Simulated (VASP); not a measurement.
C, 8 atoms in the cell. The typed cell holds 8 atoms: a = 3.573 Å, b = 3.545 Å, c = 3.535 Å, α = 90.51°, β = 88.91°, γ = 90.67°.  This cell differs from its parent crystal: atoms moved at random and the cell strained at random.

- Program: VASP 6.6.1
- Task: single point
- Functional: LDA
- Potentials or basis: VASP PAW LDA potentials, release 64 (C)
- Cutoff: 520 eV
- k mesh: 6 × 6 × 6
- Occupations: gaussian, width 0.05 eV
- Spin: no spin polarisation
- Dipole correction: no
- Further INCAR settings: ALGO = Normal; EDIFF = 1e-06; NBANDS = 26

Potentials or basis: VASP PAW LDA potentials, release 64 (C).

Run with:

```console
$ cat potpaw_LDA.64/C/POTCAR > POTCAR
$ mpirun -np 1 vasp_std > vasp.out
```

Hardware: 1 thread of AMD EPYC 7R43 64-Core Processor (Zen 3), with other jobs on the host.

Question: Estimate the wall time of this run.

Answer: It took 2.4 min on 1 thread of AMD EPYC 7R43 64-Core Processor (Zen 3), with other jobs on the host, peak memory 0.16 GiB. Counts: scf iterations 12, k points 112.
